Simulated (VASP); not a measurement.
# Si (C2) in VASP: notebook

The runs below take Si through single point, with PBE.

All numbers are computed with VASP 6.6.1; they aren't measurements. Logs are shortened: lines on timing, memory, paths and dates and some standing lists are left out, and cuts for length are marked.

## Step 1: The cell of the first run

Symmetry: C2, No. 5, monoclinic system. Conventional cell: a = 3.851 Å, b = 6.670 Å, c = 12.794 Å, α = 90.00°, β = 95.76°, γ = 90.00°. Within 3.1 Å of Si (site symmetry 1) lie 4 Si at 2.36 to 2.71 Å. Si (site symmetry 1) has 4 Si at 2.36 to 2.38 Å within 3.1 Å. Within 3.1 Å of Si (site symmetry 1) lie 4 Si at 2.36 to 2.38 Å. Within 3.1 Å of Si (site symmetry 1) lie 4 Si at 2.36 to 2.38 Å.

## Step 2: Single point, PBE

Input file INCAR:

```
SYSTEM = Si
PREC     = Accurate       ! precision mode
ENCUT    = 520            ! plane-wave cutoff, eV
EDIFF    = 1E-6           ! SCF threshold, eV
ISMEAR   = 0              ! smearing method
SIGMA    = 0.05           ! smearing width, eV
LREAL    = .FALSE.        ! projectors in reciprocal space
LASPH    = .TRUE.         ! aspherical terms in the spheres
NELM     = 100            ! most SCF steps
ALGO     = Normal         ! electronic algorithm
ISIF     = 2              ! what is computed and relaxed
LWAVE    = .FALSE.        ! write WAVECAR
LCHARG   = .TRUE.         ! write CHGCAR
GGA      = PE             ! functional
LELF     = .TRUE.         ! ELF
LVHAR    = .TRUE.       
NBANDS   = 26             ! bands
```

Input file KPOINTS:

```
Automatic mesh
0
G
  10 10 3
  0 0 0
```

Input file POSCAR:

```
Si
1.0
   -3.8510822046      0.0000000000      0.0000000000
   -1.9255411023     -3.3351350213      0.0000000000
   -0.6418470341     -1.1117116738     12.7293621948
Si
8
Direct
    0.3333333333      0.0311779878      0.9064660365
    0.3333333333      0.1978446545      0.4064660365
    0.6666666667      0.6145113212      0.1564660365
    0.6666666667      0.4478446545      0.6564660365
    0.3333333333      0.3021553455      0.0935339635
    0.3333333333      0.1354886788      0.5935339635
    0.6666666667      0.5521553455      0.3435339635
    0.6666666667      0.3854886788      0.8435339635
```

Potentials or basis: VASP PAW PBE potentials, release 64 (Si).

Command:

```sh
$ cat potpaw_PBE.64/Si/POTCAR > POTCAR
$ mpirun -np 1 vasp_std > vasp.out
```

OUTCAR:

```text
SYSTEM = Si
   PREC = Accurate
   ENCUT = 520
   EDIFF = 1E-6
   ISMEAR = 0
   LREAL = .FALSE.
   LASPH = .TRUE.
   NELM = 100
   ISIF = 2
   GGA = PE

 ion  position               nearest neighbor table
   1  0.333  0.031  0.906-   8 2.36   8 2.36   8 2.36   5 2.71
   2  0.333  0.198  0.406-   7 2.36   7 2.36   7 2.36   6 2.38
   3  0.667  0.615  0.156-   5 2.36   5 2.36   5 2.36   7 2.38
   4  0.667  0.448  0.656-   6 2.36   6 2.36   6 2.36   8 2.38
   5  0.333  0.302  0.094-   3 2.36   3 2.36   3 2.36   1 2.71
   6  0.333  0.135  0.594-   4 2.36   4 2.36   4 2.36   2 2.38
   7  0.667  0.552  0.344-   2 2.36   2 2.36   2 2.36   3 2.38
   8  0.667  0.385  0.844-   1 2.36   1 2.36   1 2.36   4 2.38

  LATTYP: Found a base centered monoclinic cell.
 ALAT       =     3.8510822046
 B/A-ratio  =     1.7320508076
 C/A-ratio  =     3.3221637253
 COS(beta)  =    -0.1003362149

  Lattice vectors:

 A1 = (   3.8510822046,   0.0000000000,   0.0000000000)
 A2 = (  -1.9255411023,   3.3351350213,   0.0000000000)
 A3 = (  -0.6418470341,  -1.1117116738,  12.7293621948)

Analysis of symmetry for initial positions (statically):
=====================================================================
 Subroutine PRICEL returns:
 Original cell was already a primitive cell.

 Routine SETGRP: Setting up the symmetry group for a
 base centered monoclinic supercell.

 Subroutine GETGRP returns: Found  2 space group operations
 (whereof  1 operations were pure point group operations)
 out of a pool of  4 trial point group operations.

The static configuration has the point symmetry C_1 .
 The point group associated with its full space group is C_2 .

Analysis of symmetry for dynamics (positions and initial velocities):
=====================================================================
 Subroutine PRICEL returns:
 Original cell was already a primitive cell.

 Routine SETGRP: Setting up the symmetry group for a
 base centered monoclinic supercell.

 Subroutine GETGRP returns: Found  2 space group operations
 (whereof  1 operations were pure point group operations)
 out of a pool of  4 trial point group operations.

The dynamic configuration has the point symmetry C_1 .
 The point group associated with its full space group is C_2 .

 Subroutine INISYM returns: Found  2 space group operations
 (whereof  1 operations are pure point group operations),
 and found     1 'primitive' translations

----------------------------------------------------------------------------------------
[... 107 lines left out ...]
   EDIFFG = 0.1E-04   stopping-criterion for IOM
   NSW    =      0    number of steps for IOM
   IBRION =     -1    ionic relax: 0-MD 1-quasi-New 2-CG
   NFREE  =      0    steps in history (QN), initial steepest desc. (CG)
   ISIF   =      2    stress and relaxation
   ISYM   =      2    0-nonsym 1-usesym 2-fastsym
   POTIM  = 0.5000    time-step for ionic-motion
   TEBEG  =    0.0;   TEEND  =   0.0 temperature during run
   PSTRESS=    0.0 pullay stress
   NELECT =      32.0000    total number of electrons
   NUPDOWN=      -1.0000    fix difference up-down
   EMIN   =  10.00;   EMAX   =-10.00  energy-range for DOS
   EFERMI =   0.00;   METHOD = LEGACY
   ISMEAR =     0;   SIGMA  =   0.05  broadening in eV -4-tet -1-fermi 0-gaus
   EFERMI_NEDOS =   21; number of points for ismear=-14 and -15
   IALGO  =     38    algorithm
   IMIX   =      4    mixing-type and parameters
     AMIX     =   0.40;   BMIX     =  1.00
     AMIX_MAG =   1.60;   BMIX_MAG =  1.00
  volume/ion in A,a.u.               =      20.44       137.91
  Fermi-wavevector in a.u.,A,eV,Ry     =   0.950511  1.796206 12.292475  0.903471
  Thomas-Fermi vector in A             =   2.078895
   LORBIT       =      0    0 simple, 1 ext, 2 COOP (PROOUT), +10 PAW based schemes
   GGA     = PE    functional components
   LHFCALC =     F    Hartree Fock is set to
   AEXX    =    0.0000 exact exchange contribution
   IVDW    =     0    specifies the selected vdW correction
   LEPSILON=     F    determine dielectric tensor
   LRPA    =     F    only Hartree local field effects (RPA)
 non-spin polarized calculation
 Gauss-broadening in eV      SIGMA  =   0.05
  energy-cutoff  :      520.00
  volume of cell :      163.49
 maximum number of plane-waves:      4437
 NGX is ok and might be reduce to    30
   NGX = 15   NGY = 15   NGZ = 47

 number of electron      32.0000002 magnetization

 Free energy of the ion-electron system (eV)
  ---------------------------------------------------
  ext. energy  EPLUGINS =         0.00000000
  ---------------------------------------------------
  free energy    TOTEN  =       -42.46155134 eV

  energy without entropy =      -42.46070769  energy(sigma->0) =      -42.46112951

 E-fermi :   5.8792     XC(G=0):  -9.3621

 val. band max:        5.8736570727   @ k =   0.0000   0.1000   0.0000
 cond. band min:       5.8919696611   @ k =   0.0000   0.0000   0.0000
 fundamental gap:      0.0183125885
 Fermi energy:         5.8791569811

 k-point     1 :       0.0000    0.0000    0.0000
  band No.  band energies     occupation
      1      -6.1861      2.00000
      2      -5.4465      2.00000
      3      -5.3870      2.00000
      4      -3.9869      2.00000
      5      -1.1245      2.00000
      6       1.6355      2.00000
[... 685 lines left out ...]
     25      10.1815      0.00000
     26      10.5391      0.00000

 [... further k-points ...]
[... 5 lines left out ...]
  --------------------------------------------------------------------------------------
  -------------------------------------------------------------------------------------
  Total       -0.3312231     -1.3711624     -0.8438101     -0.9006139      3.5594064      2.0550242
  in kB       -3.2458489    -13.4368239     -8.2689899     -8.8256432     34.8807094     20.1383865
  external PRESSURE =      -8.3172209 kB  Pullay stress =       0.0000000 kB

 VOLUME and BASIS-vectors are now :
 -----------------------------------------------------------------------------
  energy-cutoff  :      520.00
  volume of cell :      163.49
      direct lattice vectors                 reciprocal lattice vectors
    -3.851082205  0.000000000  0.000000000    -0.259667269  0.149918968  0.000000000
    -1.925541102 -3.335135021  0.000000000     0.000000000 -0.299837936 -0.026186177
    -0.641847034 -1.111711674 12.729362195     0.000000000  0.000000000  0.078558531

 POSITION                                       TOTAL-FORCE (eV/Angst)
 -----------------------------------------------------------------------------------
     -1.92554     -1.11171     11.53873        -0.470963     -1.061869      0.695418
     -1.92554     -1.11171      5.17405        -0.004099     -0.011993     -0.013866
     -3.85108     -2.22342      1.99171        -0.114811     -0.068314     -0.010332
     -3.85108     -2.22342      8.35639        -0.132910     -0.109720     -0.092775
     -1.92554     -1.11171      1.19063         0.684124      0.938800     -0.695418
     -1.92554     -1.11171      7.55531         0.008337      0.009546      0.013866
     -3.85108     -2.22342      4.37297         0.028565      0.169963      0.092775
     -3.85108     -2.22342     10.73765         0.001756      0.133586      0.010332
 -----------------------------------------------------------------------------------
    total drift:                               -0.000016      0.000009     -0.000000

  FREE ENERGIE OF THE ION-ELECTRON SYSTEM (eV)
  ---------------------------------------------------
  free  energy   TOTEN  =       -42.4615513387 eV

  energy  without entropy=      -42.4607076903  energy(sigma->0) =      -42.46112951
```

OSZICAR:

```text
N       E                     dE             d eps       ncg     rms          rms(c)
DAV:   1     0.674022927788E+02    0.67402E+02   -0.12077E+04  4472   0.101E+03
DAV:   2    -0.376693081985E+02   -0.10507E+03   -0.97240E+02  5626   0.148E+02
DAV:   3    -0.430557803883E+02   -0.53865E+01   -0.52904E+01  5914   0.306E+01
DAV:   4    -0.431496028077E+02   -0.93822E-01   -0.93485E-01  5630   0.505E+00
DAV:   5    -0.431517359160E+02   -0.21331E-02   -0.21309E-02  5850   0.715E-01    0.930E+00
DAV:   6    -0.426623659534E+02    0.48937E+00   -0.26075E-01  5592   0.227E+00    0.559E+00
DAV:   7    -0.424584253119E+02    0.20394E+00   -0.50901E-01  5154   0.286E+00    0.462E-01
DAV:   8    -0.424596867862E+02   -0.12615E-02   -0.35575E-02  5560   0.960E-01    0.357E-01
DAV:   9    -0.424609312993E+02   -0.12445E-02   -0.49923E-03  5188   0.312E-01    0.120E-01
DAV:  10    -0.424613374587E+02   -0.40616E-03   -0.75565E-04  5600   0.128E-01    0.602E-02
DAV:  11    -0.424615224455E+02   -0.18499E-03   -0.20428E-04  5242   0.747E-02    0.228E-02
DAV:  12    -0.424615506339E+02   -0.28188E-04   -0.58015E-05  5194   0.367E-02    0.715E-03
DAV:  13    -0.424615513387E+02   -0.70488E-06   -0.27780E-06  5536   0.806E-03
   1 F= -.42461551E+02 E0= -.42461130E+02  d E =-.843648E-03
```

Wall time 2.8 min (1 thread of AMD EPYC 9R45 (Zen 5), shared host); peak memory 0.39 GiB.

Results:

```
Free energy            : -42.4616 eV
Pressure               : -0.8 GPa
Largest force          : 1.354 eV/Å
Band gap on the k mesh : zero (bands 16 and 17 overlap by 0.02 eV)
```

Forces in eV/Å, atoms in the order of the input:
```
Si  -0.471 -1.062  0.695
Si  -0.004 -0.012 -0.014
Si  -0.115 -0.068 -0.010
Si  -0.133 -0.110 -0.093
Si   0.684  0.939 -0.695
Si   0.008  0.010  0.014
Si   0.029  0.170  0.093
Si   0.002  0.134  0.010
```

Levels at points of the mesh, in eV from the Fermi level:
```tsv
k point	band 13	band 14	band 15	band 16	band 17	band 18	band 19	band 20
(0.00, 0.00, 0.00)	-0.62	-0.34	-0.11	0.01	1.17	1.48	1.95	1.95
(0.50, 0.00, 0.00)	-2.44	-2.06	-1.97	-1.59	0.19	0.62	1.00	1.65
(0.00, 0.50, 0.00)	-2.52	-2.30	-1.74	-1.30	0.15	0.52	0.90	1.30
```

Caveat: semilocal functionals underestimate gaps, so a narrow gap can read as zero; forces of over 1 eV/Å act on the atoms, so gaps and moduli don't describe the material at rest.

## Step 3: Single point, PBE

Input file INCAR:

```
  PREC = Accurate
  ENCUT = 520
  EDIFF = 1E-7
  ISMEAR = 0
  SIGMA = 0.05
  LREAL = False
  LASPH = True
  NELM = 60
  ALGO = Normal
  ISIF = 2
  LWAVE = False
  LCHARG = True
  GGA = PE
  LELF = True
  LVHAR = True
  NBANDS = 26
```

Input file KPOINTS:

```
Automatic mesh
0
Gamma
  10 10 3
```

Input file POSCAR:

```
Si
1.0
   -3.8510822046      0.0000000000      0.0000000000
   -1.9255411023     -3.3351350213      0.0000000000
   -0.8023087926     -1.3896395922     12.7293621948
Si
8
Direct
    0.3333333333     -0.0443608485      0.9064660365
    0.3333333333      0.1639724848      0.4064660365
    0.6666666667      0.6014724848      0.1564660365
    0.6666666667      0.3931391515      0.6564660365
    0.3333333333      0.2943608485      0.0935339635
    0.3333333333      0.0860275152      0.5935339635
    0.6666666667      0.5235275152      0.3435339635
    0.6666666667      0.3151941819      0.8435339635
```

Potentials or basis: VASP PAW PBE potentials, release 64 (Si).

Command:

```sh
$ cat potpaw_PBE.64/Si/POTCAR > POTCAR
$ mpirun -np 1 vasp_std > vasp.out
```

Run time: 2.6 min. Hardware: 1 thread of AMD EPYC 9R45 (Zen 5), shared host; peak memory 0.4 GiB.

Results (log left out):

```yaml
Free_energy: -42.0931 eV
Pressure: -0.9 GPa
Largest_force: 1.077 eV/Å
Band_gap_on_the_k_mesh: zero (bands 16 and 17 overlap by 0.36 eV)
```

Forces on the atoms (eV/Å):
```
Si  -0.309 -0.843  0.595
Si   0.000  0.004 -0.029
Si  -0.085 -0.030  0.003
Si  -0.137 -0.049 -0.143
Si   0.575  0.689 -0.595
Si  -0.003 -0.002  0.029
Si  -0.026  0.143  0.143
Si  -0.016  0.089 -0.003
```

Stress tensor (GPa, compression positive):
```
-0.64 -1.15  1.56
-1.15 -1.96  2.71
 1.56  2.71  0.02
```

Levels at points of the mesh, in eV from the Fermi level:
```tsv
k point	band 14	band 15	band 16	band 17	band 18	band 19
(0.00, 0.00, 0.00)	-0.12	0.08	0.22	1.41	1.52	2.15
(0.50, 0.00, 0.00)	-1.68	-1.66	-1.46	0.13	0.87	1.25
(0.00, 0.50, 0.00)	-2.03	-1.47	-0.87	0.05	0.77	1.08
```

Caveat: semilocal functionals underestimate gaps, so a narrow gap can read as zero; forces of over 1 eV/Å act on the atoms, so gaps and moduli don't describe the material at rest.
